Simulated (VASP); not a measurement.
# TiSi (Cmmm) in VASP: further runs, part 2 of 2

VASP 6.6.1.

### 3 Single point, r2SCAN

This run uses another cell than the first one: it holds 8 atoms, not 4.

Input file POSCAR:

```
TiSi
1.0
    3.6264976859      0.0000000000      0.0000000000
    0.0000000000      7.6154738009      0.0000000000
    0.0000000000      0.0000000000      4.1678530543
Ti Si
4 4
Direct
    0.0000000000      0.5000000000      0.0507583609
    0.5000000000      0.5000000000      0.5507531654
    0.5000000000      0.0000000000      0.5507493580
    0.0000000000      0.0000000000      0.0507548577
    0.0000000000      0.7500018709      0.5507458242
    0.0000000000      0.2499981291      0.5507458242
    0.5000000000      0.2500038708      0.0507463049
    0.5000000000      0.7499961292      0.0507463049
```

Input file INCAR.step1:

```
PREC = Accurate
ENCUT = 520
ISMEAR = 0
SIGMA = 0.15
LREAL = F
LASPH = T
NELM = 80
NBANDS = 42
GGA = PE
ALGO = Normal
EDIFF = 1E-4
LWAVE = T
LCHARG = F
KPAR = 4
```

Input file INCAR.step2:

```
PREC = Accurate
ENCUT = 520
EDIFF = 1E-6
ISMEAR = 0
SIGMA = 0.15
LREAL = F
LASPH = T
NELM = 80
ALGO = Normal
ISIF = 2
LWAVE = F
LCHARG = F
METAGGA = R2SCAN
LMIXTAU = T
NBANDS = 42
ISTART = 1
KPAR = 4
```

Input file KPOINTS:

```
regular mesh
0
Gamma
  12 6 10
```

Potentials or basis: VASP PAW PBE potentials, release 64 (Ti_sv, Si).

Run with:

```console
$ cat potpaw_PBE.64/Ti_sv/POTCAR potpaw_PBE.64/Si/POTCAR > POTCAR
$ cp INCAR.step1 INCAR
$ mpirun -np 4 vasp_std > vasp.out
$ cp INCAR.step2 INCAR
$ mpirun -np 4 vasp_std > vasp.out
```

OUTCAR:

```text
PREC = Accurate
   ENCUT = 520
   EDIFF = 1E-6
   ISMEAR = 0
   LREAL = F
   LASPH = T
   NELM = 80
   ISIF = 2
   METAGGA = R2SCAN
   ISTART = 1

 ion  position               nearest neighbor table
   1  0.000  0.500  0.051-   7 2.63   8 2.63   7 2.63   8 2.63   2 2.76   2 2.76   2 2.76   2 2.76
                             6 2.82   5 2.82   5 2.82   6 2.82
   2  0.500  0.500  0.551-   5 2.63   6 2.63   5 2.63   6 2.63   1 2.76   1 2.76   1 2.76   1 2.76
                             7 2.82   8 2.82   7 2.82   8 2.82
   3  0.500  0.000  0.551-   5 2.63   6 2.63   5 2.63   6 2.63   4 2.76   4 2.76   4 2.76   4 2.76
                             7 2.82   8 2.82   7 2.82   8 2.82
   4  0.000  0.000  0.051-   7 2.63   8 2.63   7 2.63   8 2.63   3 2.76   3 2.76   3 2.76   3 2.76
                             6 2.82   5 2.82   5 2.82   6 2.82
   5  0.000  0.750  0.551-   3 2.63   3 2.63   2 2.63   2 2.63   8 2.76   8 2.76   8 2.76   8 2.76
                             4 2.82   1 2.82   4 2.82   1 2.82
   6  0.000  0.250  0.551-   3 2.63   3 2.63   2 2.63   2 2.63   7 2.76   7 2.76   7 2.76   7 2.76
                             4 2.82   1 2.82   4 2.82   1 2.82
   7  0.500  0.250  0.051-   1 2.63   1 2.63   4 2.63   4 2.63   6 2.76   6 2.76   6 2.76   6 2.76
                             2 2.82   2 2.82   3 2.82   3 2.82
   8  0.500  0.750  0.051-   1 2.63   1 2.63   4 2.63   4 2.63   5 2.76   5 2.76   5 2.76   5 2.76
                             2 2.82   2 2.82   3 2.82   3 2.82
[... 8 lines left out ...]
 A1 = (  -3.6264976859,   0.0000000000,   0.0000000000)
 A2 = (   0.0000000000,   0.0000000000,   4.1678530543)
 A3 = (   0.0000000000,   7.6154738009,   0.0000000000)

Analysis of symmetry for initial positions (statically):
=====================================================================
 Subroutine PRICEL returns following result:

  LATTYP: Found a simple orthorhombic cell.
 ALAT       =     3.6264976859
 B/A-ratio  =     1.0499763767
 C/A-ratio  =     1.1492777372

  Lattice vectors:

 A1 = (   3.6264976859,   0.0000000000,   0.0000000000)
 A2 = (   0.0000000000,   3.8077369005,   0.0000146008)
 A3 = (   0.0000000000,   0.0000000000,   4.1678530543)

   2 primitive cells build up your supercell.

 Routine SETGRP: Setting up the symmetry group for a
 simple orthorhombic supercell.

 Subroutine GETGRP returns: Found  4 space group operations
 (whereof  4 operations were pure point group operations)
 out of a pool of  8 trial point group operations.

The static configuration has the point symmetry C_2v.

Analysis of symmetry for dynamics (positions and initial velocities):
=====================================================================
 Subroutine PRICEL returns following result:

  LATTYP: Found a simple orthorhombic cell.
 ALAT       =     3.6264976859
 B/A-ratio  =     1.0499763767
 C/A-ratio  =     1.1492777372

  Lattice vectors:

 A1 = (   3.6264976859,   0.0000000000,   0.0000000000)
 A2 = (   0.0000000000,   3.8077369005,   0.0000146008)
 A3 = (   0.0000000000,   0.0000000000,   4.1678530543)

   2 primitive cells build up your supercell.

 Routine SETGRP: Setting up the symmetry group for a
 simple orthorhombic supercell.

 Subroutine GETGRP returns: Found  4 space group operations
 (whereof  4 operations were pure point group operations)
 out of a pool of  8 trial point group operations.

The dynamic configuration has the point symmetry C_2v.

[... 82 lines left out ...]
  0.166667  0.500000  0.000000      2.000000
 [... further k-points ...]
   k-points           NKPTS =    168   k-points in BZ     NKDIM =    168   number of bands    NBANDS=     42
   number of dos      NEDOS =    301   number of ions     NIONS =      8
   total plane-waves  NPLWV =  53760
   dimension x,y,z NGX =    28 NGY =   60 NGZ =   32
   dimension x,y,z NGXF=    56 NGYF=  120 NGZF=   64
   ions per type =               4   4
   NGX,Y,Z   is equivalent  to a cutoff of  12.84, 13.10, 12.76 a.u.
   NGXF,Y,Z  is equivalent  to a cutoff of  25.67, 26.20, 25.53 a.u.
 SYSTEM =  unknown system
   PREC   = accura    normal or accurate (medium, high low for compatibility)
   ISTART =      1    job   : 0-new  1-cont  2-samecut
   ICHARG =      0    charge: 1-file 2-atom 10-const
   ISPIN  =      1    spin polarized calculation?
   LNONCOLLINEAR =      F non collinear calculations
   LSORBIT =      F    spin-orbit coupling
   LASPH  =      T    aspherical Exc in radial PAW
   ENCUT  =  520.0 eV  38.22 Ry    6.18 a.u.   6.74 14.16  7.75*2*pi/ulx,y,z
   NELM   =     80;   NELMIN=  2; NELMDL=  0     # of ELM steps
   EDIFF  = 0.1E-05   stopping-criterion for ELM
   LREAL  =      F    real-space projection
   EDIFFG = 0.1E-04   stopping-criterion for IOM
   NSW    =      0    number of steps for IOM
   IBRION =     -1    ionic relax: 0-MD 1-quasi-New 2-CG
   NFREE  =      0    steps in history (QN), initial steepest desc. (CG)
   ISIF   =      2    stress and relaxation
   ISYM   =      2    0-nonsym 1-usesym 2-fastsym
   POTIM  = 0.5000    time-step for ionic-motion
   TEBEG  =    0.0;   TEEND  =   0.0 temperature during run
   PSTRESS=    0.0 pullay stress
   NELECT =      64.0000    total number of electrons
   NUPDOWN=      -1.0000    fix difference up-down
   EMIN   =  10.00;   EMAX   =-10.00  energy-range for DOS
   EFERMI =   0.00;   METHOD = LEGACY
   ISMEAR =     0;   SIGMA  =   0.15  broadening in eV -4-tet -1-fermi 0-gaus
   EFERMI_NEDOS =   21; number of points for ismear=-14 and -15
   IALGO  =     38    algorithm
   IMIX   =      4    mixing-type and parameters
     AMIX     =   0.40;   BMIX     =  1.00
     AMIX_MAG =   1.60;   BMIX_MAG =  1.00
  volume/ion in A,a.u.               =      14.39        97.10
  Fermi-wavevector in a.u.,A,eV,Ry     =   1.346178  2.543908 24.656423  1.812196
  Thomas-Fermi vector in A             =   2.474031
   LORBIT       =      0    0 simple, 1 ext, 2 COOP (PROOUT), +10 PAW based schemes
   METAGGA = R2SCAN    functional components
   LHFCALC =     F    Hartree Fock is set to
   AEXX    =    0.0000 exact exchange contribution
   IVDW    =     0    specifies the selected vdW correction
   LEPSILON=     F    determine dielectric tensor
   LRPA    =     F    only Hartree local field effects (RPA)
 non-spin polarized calculation
 Gauss-broadening in eV      SIGMA  =   0.15
  energy-cutoff  :      520.00
  volume of cell :      115.11
 maximum number of plane-waves:      3130
 NGX is ok and might be reduce to    28

 number of electron      64.0000009 magnetization

 Free energy of the ion-electron system (eV)
  ---------------------------------------------------
  ext. energy  EPLUGINS =         0.00000000
  ---------------------------------------------------
  free energy    TOTEN  =       -91.14601582 eV

  energy without entropy =      -91.10069536  energy(sigma->0) =      -91.12335559

 E-fermi :  10.4222     XC(G=0): -12.6735

 val. band max:       10.4218135957   @ k =   0.1667   0.0000   0.2000
 cond. band min:      10.4273354752   @ k =   0.3333   0.3333   0.2000
 fundamental gap:      0.0055218795
 Fermi energy:        10.4221798373

 k-point     1 :       0.0000    0.0000    0.0000
  band No.  band energies     occupation
      1     -48.6241      2.00000
      2     -48.6220      2.00000
      3     -48.4654      2.00000
      4     -48.4638      2.00000
      5     -24.0603      2.00000
      6     -24.0595      2.00000
[... 1069 lines left out ...]
     41      12.4276      0.00000
     42      12.4280      0.00000

 [... further k-points ...]

------------------------ aborting loop because EDIFF is reached ----------------------------------------

  FORCE on cell =-STRESS in cart. coord.  units (eV):
  Direction    XX          YY          ZZ          XY          YZ          ZX
  --------------------------------------------------------------------------------------
  -------------------------------------------------------------------------------------
  Total        0.3226796      0.3010111      0.4041121      0.0000000      0.0000000      0.0000000
  in kB        4.4914370      4.1898290      5.6249113      0.0000000      0.0000000      0.0000000
  external PRESSURE =       4.7687258 kB  Pullay stress =       0.0000000 kB

 VOLUME and BASIS-vectors are now :
 -----------------------------------------------------------------------------
  energy-cutoff  :      520.00
  volume of cell :      115.11
      direct lattice vectors                 reciprocal lattice vectors
     3.626497686  0.000000000  0.000000000     0.275748142  0.000000000  0.000000000
     0.000000000  7.615473801  0.000000000     0.000000000  0.131311593  0.000000000
     0.000000000  0.000000000  4.167853054     0.000000000  0.000000000  0.239931684

 POSITION                                       TOTAL-FORCE (eV/Angst)
 -----------------------------------------------------------------------------------
      0.00000      3.80774      0.21155         0.000000     -0.000000     -0.000277
      1.81325      3.80774      2.29546        -0.000000     -0.000000      0.000137
      1.81325      0.00000      2.29544        -0.000000      0.000000      0.000137
      0.00000      0.00000      0.21154         0.000000      0.000000     -0.000277
      0.00000      5.71162      2.29543         0.000000      0.000000      0.000104
      0.00000      1.90385      2.29543         0.000000      0.000000      0.000104
      1.81325      1.90390      0.21150         0.000000      0.000000      0.000036
      1.81325      5.71158      0.21150         0.000000      0.000000      0.000036
 -----------------------------------------------------------------------------------
    total drift:                                0.000000      0.000000      0.000536

  FREE ENERGIE OF THE ION-ELECTRON SYSTEM (eV)
  ---------------------------------------------------
  free  energy   TOTEN  =       -91.1460158187 eV

  energy  without entropy=      -91.1006953555  energy(sigma->0) =      -91.12335559
```

It took 8.8 min on 4 MPI ranks of Intel Xeon Platinum 8488C (Sapphire Rapids), shared host; peak memory 0.68 GiB.

Results:

```
Free energy            : -91.1460 eV
Pressure               : 0.5 GPa
Band gap on the k mesh : zero (bands 32 and 33 overlap by 1.23 eV)
```

Levels at points of the mesh, in eV from the Fermi level:
| k point | band 28 | band 29 | band 30 | band 31 | band 32 | band 33 | band 34 | band 35 | band 36 | band 37 |
| --- | --- | --- | --- | --- | --- | --- | --- | --- | --- | --- |
| (0.00, 0.00, 0.00) | -1.89 | -1.38 | -1.31 | -1.06 | -0.89 | -0.38 | 0.59 | 0.79 | 1.87 | 1.90 |
| (0.50, 0.00, 0.00) | -2.48 | -2.44 | -2.44 | -0.36 | -0.36 | -0.09 | -0.09 | 0.73 | 0.73 | 1.44 |
| (0.00, 0.50, 0.00) | -1.23 | -1.18 | -1.18 | -0.20 | -0.20 | 0.55 | 0.55 | 0.57 | 0.57 | 1.24 |
| (0.50, 0.50, 0.00) | -2.56 | -1.65 | -1.65 | -1.65 | -1.65 | 0.20 | 0.20 | 0.20 | 0.20 | 2.23 |
| (0.00, 0.00, 0.50) | -1.95 | -1.01 | -1.01 | 0.65 | 0.65 | 0.70 | 0.70 | 0.73 | 0.73 | 1.04 |
| (0.50, 0.00, 0.50) | -2.97 | -1.89 | -1.89 | -0.91 | -0.91 | 1.51 | 1.51 | 1.94 | 1.94 | 2.12 |
| (0.00, 0.50, 0.50) | -1.60 | -0.58 | -0.58 | -0.58 | -0.58 | 0.67 | 0.67 | 0.67 | 0.67 | 0.93 |
| (0.50, 0.50, 0.50) | -3.07 | -1.15 | -1.15 | -1.15 | -1.15 | 2.01 | 2.01 | 2.01 | 2.01 | 2.37 |

Caveat: the PAW data sets were made with another functional, which shifts forces and pressure a little.
